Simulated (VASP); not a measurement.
# ZnSb2C (P-4m2) in VASP: further runs, part 2 of 2

VASP 6.6.1. The steps go on from the part before.

## Step 3: Single point, r2SCAN (23.16 Å³/atom)

This run uses another cell than the first one, of 23.16 Å³/atom.

Input file POSCAR:

```
ZnSb2C
1.0
    3.9632894214      0.0000000000      0.0000000000
    0.0000000000      3.9632894214      0.0000000000
    0.0000000000      0.0000000000     11.7948072351
Zn Sb C
2 4 2
Direct
    0.5000000000      0.0000000000      0.8557296162
    0.0000000000      0.5000000000      0.1442703838
    0.5000000000      0.5000000000      0.0000000000
    0.0000000000      0.0000000000      0.2952199251
    0.5000000000      0.5000000000      0.5000000000
    0.0000000000      0.0000000000      0.7047800749
    0.5000000000      0.0000000000      0.4011801944
    0.0000000000      0.5000000000      0.5988198056
```

Input file INCAR.step1:

```
SYSTEM = ZnSb2C
PREC = Accurate ; ENCUT = 520
ISMEAR = -1 ; SIGMA = 0.02
LREAL = .False. ; LASPH = .True.
NELM = 80 ; NBANDS = 36
GGA = PE ; ALGO = Normal
EDIFF = 1E-4 ; LWAVE = .True.
LCHARG = .False.
```

Input file INCAR.step2:

```
SYSTEM = ZnSb2C
PREC = Accurate ; ENCUT = 520
EDIFF = 1E-7 ; ISMEAR = -1
SIGMA = 0.02 ; LREAL = .False.
LASPH = .True. ; NELM = 80
ALGO = Normal ; ISIF = 2
LWAVE = .False. ; LCHARG = .False.
METAGGA = R2SCAN ; LMIXTAU = .True.
NBANDS = 36 ; ISTART = 1
```

Input file KPOINTS:

```
Automatic mesh
0
Gamma
  6 6 2
  0 0 0
```

Potentials or basis: VASP PAW PBE potentials, release 64 (Zn, Sb, C).

Run with:

```bash
$ cat potpaw_PBE.64/Zn/POTCAR potpaw_PBE.64/Sb/POTCAR potpaw_PBE.64/C/POTCAR > POTCAR
$ cp INCAR.step1 INCAR
$ mpirun -np 1 vasp_std > vasp.out
$ cp INCAR.step2 INCAR
$ mpirun -np 1 vasp_std > vasp.out
```

OUTCAR:

```text
SYSTEM = ZnSb2C
   PREC = Accurate
   ENCUT = 520
   EDIFF = 1E-7
   ISMEAR = -1
   LREAL = .False.
   LASPH = .True.
   NELM = 80
   ISIF = 2
   METAGGA = R2SCAN
   ISTART = 1

 ion  position               nearest neighbor table
   1  0.500  0.000  0.856-   3 2.61   3 2.61   6 2.66   6 2.66
   2  0.000  0.500  0.144-   3 2.61   3 2.61   4 2.66   4 2.66
   3  0.500  0.500  0.000-   1 2.61   2 2.61   1 2.61   2 2.61
   4  0.000  0.000  0.295-   7 2.34   7 2.34   2 2.66   2 2.66   5 3.70   5 3.70   5 3.70   5 3.70

   5  0.500  0.500  0.500-   7 2.30   8 2.30   7 2.30   8 2.30   4 3.70   6 3.70   4 3.70   4 3.70
                             6 3.70   6 3.70   4 3.70   6 3.70
   6  0.000  0.000  0.705-   8 2.34   8 2.34   1 2.66   1 2.66   5 3.70   5 3.70   5 3.70   5 3.70

   7  0.500  0.000  0.401-   5 2.30   5 2.30   4 2.34   4 2.34
   8  0.000  0.500  0.599-   5 2.30   5 2.30   6 2.34   6 2.34

  LATTYP: Found a simple tetragonal cell.
 ALAT       =     3.9632894214
 C/A-ratio  =     2.9760146134

  Lattice vectors:

 A1 = (   3.9632894214,   0.0000000000,   0.0000000000)
 A2 = (   0.0000000000,   3.9632894214,   0.0000000000)
 A3 = (   0.0000000000,   0.0000000000,  11.7948072351)

Analysis of symmetry for initial positions (statically):
=====================================================================
 Subroutine PRICEL returns:
 Original cell was already a primitive cell.

 Routine SETGRP: Setting up the symmetry group for a
 simple tetragonal supercell.

 Subroutine GETGRP returns: Found  8 space group operations
 (whereof  8 operations were pure point group operations)
 out of a pool of 16 trial point group operations.

The static configuration has the point symmetry D_2d.

Analysis of symmetry for dynamics (positions and initial velocities):
=====================================================================
 Subroutine PRICEL returns:
 Original cell was already a primitive cell.

 Routine SETGRP: Setting up the symmetry group for a
 simple tetragonal supercell.

 Subroutine GETGRP returns: Found  8 space group operations
 (whereof  8 operations were pure point group operations)
 out of a pool of 16 trial point group operations.

The dynamic configuration has the point symmetry D_2d.

 Subroutine INISYM returns: Found  8 space group operations
 (whereof  8 operations are pure point group operations),
 and found     1 'primitive' translations

----------------------------------------------------------------------------------------

                                     Primitive cell

  volume of cell :     185.2689

  direct lattice vectors                    reciprocal lattice vectors
     3.963289421  0.000000000  0.000000000     0.252315663  0.000000000  0.000000000
     0.000000000  3.963289421  0.000000000     0.000000000  0.252315663  0.000000000
     0.000000000  0.000000000 11.794807235     0.000000000  0.000000000  0.084783073

  length of vectors
     3.963289421  3.963289421 11.794807235     0.252315663  0.252315663  0.084783073

  position of ions in fractional coordinates (direct lattice)
[... 45 lines left out ...]

 Following reciprocal coordinates:
            Coordinates               Weight
  0.000000  0.000000  0.000000      1.000000
  0.166667  0.000000  0.000000      4.000000
  0.333333  0.000000  0.000000      4.000000
  0.500000  0.000000  0.000000      2.000000
  0.166667  0.166667  0.000000      4.000000
  0.333333  0.166667  0.000000      8.000000
[... 12 lines left out ...]
  0.500000  0.333333  0.500000      4.000000
  0.500000  0.500000  0.500000      1.000000
   k-points           NKPTS =     20   k-points in BZ     NKDIM =     20   number of bands    NBANDS=     36
   number of dos      NEDOS =    301   number of ions     NIONS =      8
   total plane-waves  NPLWV =  81000
   dimension x,y,z NGX =    30 NGY =   30 NGZ =   90
   dimension x,y,z NGXF=    60 NGYF=   60 NGZF=  180
   ions per type =               2   4   2
   NGX,Y,Z   is equivalent  to a cutoff of  12.58, 12.58, 12.69 a.u.
   NGXF,Y,Z  is equivalent  to a cutoff of  25.17, 25.17, 25.37 a.u.
 SYSTEM =  ZnSb2C
   PREC   = accura    normal or accurate (medium, high low for compatibility)
   ISTART =      1    job   : 0-new  1-cont  2-samecut
   ICHARG =      0    charge: 1-file 2-atom 10-const
   ISPIN  =      1    spin polarized calculation?
   LNONCOLLINEAR =      F non collinear calculations
   LSORBIT =      F    spin-orbit coupling
   LASPH  =      T    aspherical Exc in radial PAW
   ENCUT  =  520.0 eV  38.22 Ry    6.18 a.u.   7.37  7.37 21.93*2*pi/ulx,y,z
   NELM   =     80;   NELMIN=  2; NELMDL=  0     # of ELM steps
   EDIFF  = 0.1E-06   stopping-criterion for ELM
   LREAL  =      F    real-space projection
   EDIFFG = 0.1E-05   stopping-criterion for IOM
   NSW    =      0    number of steps for IOM
   IBRION =     -1    ionic relax: 0-MD 1-quasi-New 2-CG
   NFREE  =      0    steps in history (QN), initial steepest desc. (CG)
   ISIF   =      2    stress and relaxation
   ISYM   =      2    0-nonsym 1-usesym 2-fastsym
   POTIM  = 0.5000    time-step for ionic-motion
   TEBEG  =    0.0;   TEEND  =   0.0 temperature during run
   PSTRESS=    0.0 pullay stress
   NELECT =      52.0000    total number of electrons
   NUPDOWN=      -1.0000    fix difference up-down
   EMIN   =  10.00;   EMAX   =-10.00  energy-range for DOS
   EFERMI =   0.00;   METHOD = LEGACY
   ISMEAR =    -1;   SIGMA  =   0.02  broadening in eV -4-tet -1-fermi 0-gaus
   EFERMI_NEDOS =   21; number of points for ismear=-14 and -15
   IALGO  =     38    algorithm
   IMIX   =      4    mixing-type and parameters
     AMIX     =   0.40;   BMIX     =  1.00
     AMIX_MAG =   1.60;   BMIX_MAG =  1.00
  volume/ion in A,a.u.               =      23.16       156.28
  Fermi-wavevector in a.u.,A,eV,Ry     =   1.071869  2.025539 15.631783  1.148904
  Thomas-Fermi vector in A             =   2.207622
   LORBIT       =      0    0 simple, 1 ext, 2 COOP (PROOUT), +10 PAW based schemes
   METAGGA = R2SCAN    functional components
   LHFCALC =     F    Hartree Fock is set to
   AEXX    =    0.0000 exact exchange contribution
   IVDW    =     0    specifies the selected vdW correction
   LEPSILON=     F    determine dielectric tensor
   LRPA    =     F    only Hartree local field effects (RPA)
 non-spin polarized calculation
  energy-cutoff  :      520.00
  volume of cell :      185.27
 maximum number of plane-waves:      5051
 NGX is ok and might be reduce to    30
   NGX = 15   NGY = 15   NGZ = 43

 number of electron      52.0000034 magnetization

 Free energy of the ion-electron system (eV)
  ---------------------------------------------------
  ext. energy  EPLUGINS =         0.00000000
  ---------------------------------------------------
  free energy    TOTEN  =      -134.62574497 eV

  energy without entropy =     -134.62311480  energy(sigma->0) =     -134.62442988

 E-fermi :   5.1899     XC(G=0): -10.0503

 val. band max:        5.1522623893   @ k =   0.3333   0.0000   0.0000
 cond. band min:       5.2454816246   @ k =   0.1667   0.0000   0.5000
 fundamental gap:      0.0932192352
 Fermi energy:         5.1899045670

 k-point     1 :       0.0000    0.0000    0.0000
  band No.  band energies     occupation
      1      -9.8756      2.00000
      2      -8.0928      2.00000
      3      -5.7168      2.00000
      4      -4.6504      2.00000
      5      -3.5807      2.00000
      6      -2.4416      2.00000
[... 769 lines left out ...]
     35      10.4780      0.00000
     36      10.5473      0.00000

------------------------ aborting loop because EDIFF is reached ----------------------------------------

  FORCE on cell =-STRESS in cart. coord.  units (eV):
  Direction    XX          YY          ZZ          XY          YZ          ZX
  --------------------------------------------------------------------------------------
  -------------------------------------------------------------------------------------
  Total       -4.2765022     -4.2765022     -4.0013118      0.0000000      0.0000000     -0.0000000
  in kB      -36.9825505    -36.9825505    -34.6027451      0.0000000      0.0000000     -0.0000000
  external PRESSURE =     -36.1892820 kB  Pullay stress =       0.0000000 kB

 VOLUME and BASIS-vectors are now :
 -----------------------------------------------------------------------------
  energy-cutoff  :      520.00
  volume of cell :      185.27
      direct lattice vectors                 reciprocal lattice vectors
     3.963289421  0.000000000  0.000000000     0.252315663  0.000000000  0.000000000
     0.000000000  3.963289421  0.000000000     0.000000000  0.252315663  0.000000000
     0.000000000  0.000000000 11.794807235     0.000000000  0.000000000  0.084783073

 POSITION                                       TOTAL-FORCE (eV/Angst)
 -----------------------------------------------------------------------------------
      1.98164      0.00000     10.09317         0.000000     -0.000000      0.046796
      0.00000      1.98164      1.70164         0.000000     -0.000000     -0.046796
      1.98164      1.98164      0.00000         0.000000     -0.000000     -0.000000
      0.00000      0.00000      3.48206         0.000000     -0.000000      0.133108
      1.98164      1.98164      5.89740         0.000000      0.000000     -0.000000
      0.00000      0.00000      8.31275         0.000000     -0.000000     -0.133108
      1.98164      0.00000      4.73184         0.000000     -0.000000     -0.080264
      0.00000      1.98164      7.06296         0.000000     -0.000000      0.080264
 -----------------------------------------------------------------------------------
    total drift:                                0.000000     -0.000000      0.000000

  FREE ENERGIE OF THE ION-ELECTRON SYSTEM (eV)
  ---------------------------------------------------
  free  energy   TOTEN  =      -134.6257449703 eV

  energy  without entropy=     -134.6231147973  energy(sigma->0) =     -134.62442988
```

Run time: 9.4 min. Hardware: 1 thread of Oxide Virtual Turin-like, shared host; peak memory 0.34 GiB.

Results:

```yaml
Free_energy: -134.6257 eV
Pressure: -3.6 GPa
Largest_force: 0.133 eV/Å
Band_gap_on_the_k_mesh: zero (bands 26 and 27 overlap by 0.20 eV)
```

Forces in eV/Å, atoms in the order of the input:
```
Zn   0.000  0.000  0.047
Zn   0.000  0.000 -0.047
Sb   0.000  0.000  0.000
Sb   0.000  0.000  0.133
Sb   0.000  0.000  0.000
Sb   0.000  0.000 -0.133
C    0.000  0.000 -0.080
C    0.000  0.000  0.080
```

Caveat: the cell stands under tension; semilocal functionals underestimate gaps, and a narrow one can read as zero; the PAW data sets were made with another functional, which shifts forces and pressure a little; spin-orbit coupling is left out, which moves the levels of the heavy elements.

The gap in the log of VASP goes by the Fermi energy; the results here count the filled bands.